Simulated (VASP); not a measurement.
# AlCu (Pm-3m) in VASP: notebook

Runs on AlCu. Level: PBEsol. Tasks: single point.

Program: VASP 6.6.1. These are calculated values, not measurements. Logs are shortened: lines on timing, memory, paths and dates and some standing lists are left out, and cuts for length are marked.

**1. The cell of the first run**

The structure is cubic, space group Pm-3m (No. 221). Conventional cell: a = 2.872 Å, b = 2.872 Å, c = 2.872 Å, α = 90.00°, β = 90.00°, γ = 90.00°. Within 3.3 Å of Al (site symmetry m-3m) lie 8 Cu at 2.49 Å and 6 Al at 2.87 Å. Within 3.3 Å of Cu (site symmetry m-3m) lie 8 Al at 2.49 Å and 6 Cu at 2.87 Å.

**2. Single point, PBEsol**

The input, INCAR:

```
PREC     = Accurate       # precision mode
ENCUT    = 520            # plane-wave cutoff, eV
EDIFF    = 1E-6           # SCF threshold, eV
ISMEAR   = 1              # smearing method
SIGMA    = 0.1            # smearing width, eV
LREAL    = F              # projectors in reciprocal space
LASPH    = T              # aspherical terms in the spheres
NELM     = 60             # most SCF steps
ALGO     = Normal         # electronic algorithm
ISIF     = 2              # what is computed and relaxed
LWAVE    = F              # write WAVECAR
LCHARG   = T              # write CHGCAR
GGA      = PS             # functional
LELF     = T              # ELF
LVHAR    = T            
NBANDS   = 14             # bands
```

The input, KPOINTS:

```
Automatic mesh
0
Gamma
  10 10 10
```

The input, POSCAR:

```
AlCu
1.0
    2.8724648289      0.0000000000      0.0000000000
    0.0000000000      2.8724648289      0.0000000000
    0.0000000000      0.0000000000      2.8724648289
Al Cu
1 1
Direct
    0.0000000000      0.0000000000      0.0000000000
    0.5000000000      0.5000000000      0.5000000000
```

Potentials or basis: VASP PAW PBE potentials, release 64 (Al, Cu).

Launch:

```
$ cat potpaw_PBE.64/Al/POTCAR potpaw_PBE.64/Cu/POTCAR > POTCAR
$ mpirun -np 1 vasp_std > vasp.out
```

OUTCAR:

```text
PREC = Accurate
   ENCUT = 520
   EDIFF = 1E-6
   ISMEAR = 1
   LREAL = F
   LASPH = T
   NELM = 60
   ISIF = 2
   GGA = PS

 ion  position               nearest neighbor table
   1  0.000  0.000  0.000-   2 2.49   2 2.49   2 2.49   2 2.49   2 2.49   2 2.49   2 2.49   2 2.49

   2  0.500  0.500  0.500-   1 2.49   1 2.49   1 2.49   1 2.49   1 2.49   1 2.49   1 2.49   1 2.49

  LATTYP: Found a simple cubic cell.
 ALAT       =     2.8724648289

  Lattice vectors:

 A1 = (   2.8724648289,   0.0000000000,   0.0000000000)
 A2 = (   0.0000000000,   2.8724648289,   0.0000000000)
 A3 = (   0.0000000000,   0.0000000000,   2.8724648289)

Analysis of symmetry for initial positions (statically):
=====================================================================
 Subroutine PRICEL returns:
 Original cell was already a primitive cell.

 Routine SETGRP: Setting up the symmetry group for a
 simple cubic supercell.

 Subroutine GETGRP returns: Found 48 space group operations
 (whereof 48 operations were pure point group operations)
 out of a pool of 48 trial point group operations.

The static configuration has the point symmetry O_h .

Analysis of symmetry for dynamics (positions and initial velocities):
=====================================================================
 Subroutine PRICEL returns:
 Original cell was already a primitive cell.

 Routine SETGRP: Setting up the symmetry group for a
 simple cubic supercell.

 Subroutine GETGRP returns: Found 48 space group operations
 (whereof 48 operations were pure point group operations)
 out of a pool of 48 trial point group operations.

The dynamic configuration has the point symmetry O_h .

 Subroutine INISYM returns: Found 48 space group operations
 (whereof 48 operations are pure point group operations),
 and found     1 'primitive' translations

----------------------------------------------------------------------------------------

                                     Primitive cell

  volume of cell :      23.7009

  direct lattice vectors                    reciprocal lattice vectors
     2.872464829  0.000000000  0.000000000     0.348133070  0.000000000  0.000000000
     0.000000000  2.872464829  0.000000000     0.000000000  0.348133070  0.000000000
     0.000000000  0.000000000  2.872464829     0.000000000  0.000000000  0.348133070

  length of vectors
     2.872464829  2.872464829  2.872464829     0.348133070  0.348133070  0.348133070

  position of ions in fractional coordinates (direct lattice)
     0.000000000  0.000000000  0.000000000
     0.500000000  0.500000000  0.500000000

  ion indices of the primitive-cell ions
   primitive index   ion index
                 1           1
                 2           2

----------------------------------------------------------------------------------------

 KPOINTS: Automatic mesh

Automatic generation of k-mesh.
 Grid dimensions read from file:
 generate k-points for:   10   10   10

 Generating k-lattice:

  Cartesian coordinates                     Fractional coordinates (reciprocal lattice)
     0.034813307  0.000000000  0.000000000     0.100000000  0.000000000  0.000000000
     0.000000000  0.034813307  0.000000000     0.000000000  0.100000000  0.000000000
     0.000000000  0.000000000  0.034813307     0.000000000  0.000000000  0.100000000

  Length of vectors
     0.034813307  0.034813307  0.034813307

  Shift w.r.t. Gamma in fractional coordinates (k-lattice)
     0.000000000  0.000000000  0.000000000

 Subroutine IBZKPT returns following result:
 ===========================================

 Found     56 irreducible k-points:

 Following reciprocal coordinates:
            Coordinates               Weight
  0.000000  0.000000  0.000000      1.000000
  0.100000  0.000000  0.000000      6.000000
  0.200000  0.000000  0.000000      6.000000
  0.300000  0.000000  0.000000      6.000000
  0.400000  0.000000  0.000000      6.000000
  0.500000  0.000000  0.000000      3.000000
[... 16 lines left out ...]
  0.200000  0.100000  0.100000     24.000000
  0.300000  0.100000  0.100000     24.000000
 [... further k-points ...]
   k-points           NKPTS =     56   k-points in BZ     NKDIM =     56   number of bands    NBANDS=     14
   number of dos      NEDOS =    301   number of ions     NIONS =      2
   total plane-waves  NPLWV =  13824
   dimension x,y,z NGX =    24 NGY =   24 NGZ =   24
   dimension x,y,z NGXF=    48 NGYF=   48 NGZF=   48
   ions per type =               1   1
   NGX,Y,Z   is equivalent  to a cutoff of  13.89, 13.89, 13.89 a.u.
   NGXF,Y,Z  is equivalent  to a cutoff of  27.78, 27.78, 27.78 a.u.
 SYSTEM =  unknown system
   PREC   = accura    normal or accurate (medium, high low for compatibility)
   ISTART =      0    job   : 0-new  1-cont  2-samecut
   ICHARG =      2    charge: 1-file 2-atom 10-const
   ISPIN  =      1    spin polarized calculation?
   LNONCOLLINEAR =      F non collinear calculations
   LSORBIT =      F    spin-orbit coupling
   LASPH  =      T    aspherical Exc in radial PAW
   ENCUT  =  520.0 eV  38.22 Ry    6.18 a.u.   5.34  5.34  5.34*2*pi/ulx,y,z
   NELM   =     60;   NELMIN=  2; NELMDL= -5     # of ELM steps
   EDIFF  = 0.1E-05   stopping-criterion for ELM
   LREAL  =      F    real-space projection
   EDIFFG = 0.1E-04   stopping-criterion for IOM
   NSW    =      0    number of steps for IOM
   IBRION =     -1    ionic relax: 0-MD 1-quasi-New 2-CG
   NFREE  =      0    steps in history (QN), initial steepest desc. (CG)
   ISIF   =      2    stress and relaxation
   ISYM   =      2    0-nonsym 1-usesym 2-fastsym
   POTIM  = 0.5000    time-step for ionic-motion
   TEBEG  =    0.0;   TEEND  =   0.0 temperature during run
   PSTRESS=    0.0 pullay stress
   NELECT =      14.0000    total number of electrons
   NUPDOWN=      -1.0000    fix difference up-down
   EMIN   =  10.00;   EMAX   =-10.00  energy-range for DOS
   EFERMI =   0.00;   METHOD = LEGACY
   ISMEAR =     1;   SIGMA  =   0.10  broadening in eV -4-tet -1-fermi 0-gaus
   EFERMI_NEDOS =   21; number of points for ismear=-14 and -15
   IALGO  =     38    algorithm
   IMIX   =      4    mixing-type and parameters
     AMIX     =   0.40;   BMIX     =  1.00
     AMIX_MAG =   1.60;   BMIX_MAG =  1.00
  volume/ion in A,a.u.               =      11.85        79.97
  Fermi-wavevector in a.u.,A,eV,Ry     =   1.373608  2.595743 25.671455  1.886799
  Thomas-Fermi vector in A             =   2.499110
   LORBIT       =      0    0 simple, 1 ext, 2 COOP (PROOUT), +10 PAW based schemes
   GGA     = PS    functional components
   LHFCALC =     F    Hartree Fock is set to
   AEXX    =    0.0000 exact exchange contribution
   IVDW    =     0    specifies the selected vdW correction
   LEPSILON=     F    determine dielectric tensor
   LRPA    =     F    only Hartree local field effects (RPA)
 non-spin polarized calculation
 Methfessel and Paxton  Order N= 1 SIGMA  =   0.10
  energy-cutoff  :      520.00
  volume of cell :       23.70
 maximum number of plane-waves:       656
 NGX is ok and might be reduce to    24
   NGX = 11   NGY = 11   NGZ = 11

 number of electron      13.9999991 magnetization

 Free energy of the ion-electron system (eV)
  ---------------------------------------------------
  ext. energy  EPLUGINS =         0.00000000
  ---------------------------------------------------
  free energy    TOTEN  =        -8.59531151 eV

  energy without entropy =       -8.59328671  energy(sigma->0) =       -8.59463658

 E-fermi :  10.7245     XC(G=0): -12.2221

 val. band max:       10.7119852471   @ k =   0.5000   0.4000   0.1000
 cond. band min:      10.7347700595   @ k =   0.3000   0.3000   0.3000
 fundamental gap:      0.0227848125
 Fermi energy:        10.7244906394

 k-point     1 :       0.0000    0.0000    0.0000
  band No.  band energies     occupation
      1      -1.9133      2.00000
      2       5.0298      2.00000
      3       5.0298      2.00000
      4       6.2897      2.00000
      5       6.2897      2.00000
      6       6.2897      2.00000
      7      14.8007      0.00000
      8      14.8007      0.00000
      9      14.8007      0.00000
     10      17.1438      0.00000
     11      17.1438      0.00000
     12      22.5933      0.00000
     13      30.2642      0.00000
     14      30.2642      0.00000

 k-point     2 :       0.1000    0.0000    0.0000
  band No.  band energies     occupation
      1      -1.7287      2.00000
      2       5.0391      2.00000
      3       5.0606      2.00000
      4       6.2345      2.00000
      5       6.2345      2.00000
      6       6.2959      2.00000
      7      12.9875      0.00000
      8      15.0233      0.00000
      9      15.0233      0.00000
     10      17.1945      0.00000
     11      18.6889      0.00000
     12      23.2959      0.00000
     13      28.4832      0.00000
     14      28.4832      0.00000

 k-point     3 :       0.2000    0.0000    0.0000
  band No.  band energies     occupation
      1      -1.1801      2.00000
      2       5.0115      2.00000
      3       5.1422      2.00000
      4       6.0963      2.00000
      5       6.0963      2.00000
      6       6.3121      2.00000
      7      10.5481      2.03175
      8      15.6652      0.00000
      9      15.6652      0.00000
     10      17.3420      0.00000
     11      20.2329      0.00000
     12      25.5149      0.00000
     13      25.9791      0.00000
     14      25.9791      0.00000
[... 324 lines left out ...]
 k-point    23 :       0.2000    0.1000    0.1000
  band No.  band energies     occupation
      1      -0.8199      2.00000
      2       5.0959      2.00000
      3       5.1782      2.00000
      4       6.0327      2.00000
      5       6.0396      2.00000
      6       6.2044      2.00000
      7      10.8507     -0.07050
      8      13.6318      0.00000
      9      14.4930      0.00000
     10      19.8391      0.00000
     11      21.7018      0.00000
     12      24.1508      0.00000
     13      24.5120      0.00000
     14      25.9875      0.00000

 k-point    24 :       0.3000    0.1000    0.1000
  band No.  band energies     occupation
      1       0.0634      2.00000
      2       4.8364      2.00000
      3       5.2853      2.00000
      4       5.8602      2.00000
      5       5.9349      2.00000
      6       6.2280      2.00000
      7       8.8121      2.00000
      8      14.4722      0.00000
      9      15.3941      0.00000
     10      19.6770      0.00000
     11      22.0841      0.00000
     12      22.5415      0.00000
     13      23.2384      0.00000
     14      27.3377      0.00000

 [... further k-points ...]

------------------------ aborting loop because EDIFF is reached ----------------------------------------

  FORCE on cell =-STRESS in cart. coord.  units (eV):
  Direction    XX          YY          ZZ          XY          YZ          ZX
  --------------------------------------------------------------------------------------
  -------------------------------------------------------------------------------------
  Total        2.1447036      2.1447036      2.1447036      0.0000000      0.0000000      0.0000000
  in kB      144.9818755    144.9818755    144.9818755      0.0000000      0.0000000      0.0000000
  external PRESSURE =     144.9818755 kB  Pullay stress =       0.0000000 kB

 VOLUME and BASIS-vectors are now :
 -----------------------------------------------------------------------------
  energy-cutoff  :      520.00
  volume of cell :       23.70
      direct lattice vectors                 reciprocal lattice vectors
     2.872464829  0.000000000  0.000000000     0.348133070  0.000000000  0.000000000
     0.000000000  2.872464829  0.000000000     0.000000000  0.348133070  0.000000000
     0.000000000  0.000000000  2.872464829     0.000000000  0.000000000  0.348133070

 POSITION                                       TOTAL-FORCE (eV/Angst)
 -----------------------------------------------------------------------------------
      0.00000      0.00000      0.00000         0.000000      0.000000      0.000000
      1.43623      1.43623      1.43623         0.000000      0.000000      0.000000
 -----------------------------------------------------------------------------------
    total drift:                                0.000000     -0.000000     -0.000000

  FREE ENERGIE OF THE ION-ELECTRON SYSTEM (eV)
  ---------------------------------------------------
  free  energy   TOTEN  =        -8.5953115137 eV

  energy  without entropy=       -8.5932867108  energy(sigma->0) =       -8.59463658
```

Wall time 10 s (1 thread of Intel Xeon 6975P-C (Granite Rapids), shared host); peak memory 0.14 GiB.

Results:

| Item | Value |
| --- | --- |
| Free energy | -8.5953 eV |
| Pressure | 14.5 GPa |
| Band gap on the k mesh | zero (band 7 reaches 14.80 eV, above the bottom of band 8 at 9.77 eV) |

Caveat: the PAW data sets were made with another functional, which shifts forces and pressure a little.

**3. Single point, PBEsol**

This run uses another cell than the first one, of 12.39 Å³/atom, 1.045 times its volume.

The input, INCAR:

```
PREC     = Accurate       # precision mode
ENCUT    = 520            # plane-wave cutoff, eV
EDIFF    = 1E-6           # SCF threshold, eV
ISMEAR   = 1              # smearing method
SIGMA    = 0.1            # smearing width, eV
LREAL    = False          # projectors in reciprocal space
LASPH    = True           # aspherical terms in the spheres
NELM     = 100            # most SCF steps
ALGO     = Normal         # electronic algorithm
ISIF     = 2              # what is computed and relaxed
LWAVE    = False          # write WAVECAR
LCHARG   = False          # write CHGCAR
GGA      = PS             # functional
NBANDS   = 14             # bands
```

The input, KPOINTS:

```
regular mesh
0
Gamma
  10 10 10
```

The input, POSCAR:

```
AlCu
1.0
    2.9153437599      0.0000000000      0.0000000000
    0.0000000000      2.9153437599      0.0000000000
    0.0000000000      0.0000000000      2.9153437599
Al Cu
1 1
Direct
    0.0000000000      0.0000000000      0.0000000000
    0.5000000000      0.5000000000      0.5000000000
```

Potentials or basis: VASP PAW PBE potentials, release 64 (Al, Cu).

Launch:

```
$ cat potpaw_PBE.64/Al/POTCAR potpaw_PBE.64/Cu/POTCAR > POTCAR
$ mpirun -np 1 vasp_std > vasp.out
```

Run time: 9.4 s. Hardware: 1 thread of Intel Xeon 6975P-C (Granite Rapids), shared host; peak memory 0.14 GiB.

Results (log left out):

```
Free energy            : -8.6648 eV
Pressure               : 7.2 GPa
Band gap on the k mesh : zero (band 7 reaches 14.07 eV, above the bottom of band 8 at 9.17 eV)
```

Levels at points of the mesh, in eV from the Fermi level:
```
           k point  band 3  band 4  band 5  band 6  band 7  band 8  band 9  band 10  band 11  band 12
(0.00, 0.00, 0.00)   -5.43   -4.26   -4.26   -4.26    3.95    3.95    3.95     6.35     6.35    11.15
(0.50, 0.00, 0.00)   -5.12   -4.75   -4.75   -4.20   -3.42    7.15    8.24     8.24     9.05     9.05
(0.50, 0.50, 0.00)   -4.64   -4.64   -4.13   -4.13   -3.84   -0.95    0.01    10.80    13.24    13.24
(0.50, 0.50, 0.50)   -6.00   -3.81   -3.81    0.47    0.47    0.47    2.29     2.29     2.29     2.33
```

Caveat: the PAW data sets were made with another functional, which shifts forces and pressure a little.

**4. Single point, PBEsol**

This run uses another cell than the first one, of 12.93 Å³/atom, 1.091 times its volume.

The input, INCAR:

```
PREC = Accurate
ENCUT = 520
EDIFF = 1E-6
ISMEAR = 1
SIGMA = 0.1
LREAL = F
LASPH = T
NELM = 80
ALGO = Normal
ISIF = 2
LWAVE = F
LCHARG = F
GGA = PS
NBANDS = 14
```

KPOINTS is that of step 3.

The input, POSCAR:

```
AlCu
1.0
    2.9569971555      0.0000000000      0.0000000000
    0.0000000000      2.9569971555      0.0000000000
    0.0000000000      0.0000000000      2.9569971555
Al Cu
1 1
Direct
    0.0000000000      0.0000000000      0.0000000000
    0.5000000000      0.5000000000      0.5000000000
```

Launch:

```
$ cat potpaw_PBE.64/Al/POTCAR potpaw_PBE.64/Cu/POTCAR > POTCAR
$ mpirun -np 1 vasp_std > vasp.out
```

Run time: 9.8 s. Hardware: 1 thread of Intel Xeon 6975P-C (Granite Rapids), shared host; peak memory 0.14 GiB.

Results (log left out):

- Free energy: -8.6897 eV
- Pressure: 1.4 GPa
- Band gap on the k mesh: zero (band 7 reaches 13.41 eV, above the bottom of band 8 at 8.62 eV)

Levels at points of the mesh, in eV from the Fermi level:
```tsv
k point	band 3	band 4	band 5	band 6	band 7	band 8	band 9	band 10	band 11	band 12
(0.00, 0.00, 0.00)	-5.18	-4.09	-4.09	-4.09	3.85	3.85	3.85	6.29	6.29	10.51
(0.50, 0.00, 0.00)	-4.89	-4.55	-4.55	-4.04	-3.31	7.15	8.11	8.11	8.73	8.73
(0.50, 0.50, 0.00)	-4.44	-4.44	-3.95	-3.95	-3.69	-0.93	-0.10	10.40	13.00	13.00
(0.50, 0.50, 0.50)	-5.73	-3.67	-3.67	0.58	0.58	0.58	2.03	2.20	2.20	2.20
```

Caveat: the PAW data sets were made with another functional, which shifts forces and pressure a little.

**5. Summary**

| cell | gap on the mesh (eV) | pressure (GPa) |
| --- | --- | --- |
| a = 2.872 Å, 2 atoms | none | 14.5 |
| a = 2.915 Å, 2 atoms | none | 7.2 |
| a = 2.957 Å, 2 atoms | none | 1.4 |

Alike in all rows: task single point; level PBEsol; potentials or basis VASP PAW PBE potentials, release 64 (Al, Cu); no spin polarisation; k mesh 10 × 10 × 10; cutoff (eV) 520; smearing methfessel-paxton 0.1 eV.

Caveats: the PAW data sets were made with another functional, which shifts forces and pressure a little.

Absolute energies hang on the potentials; compare differences alone.
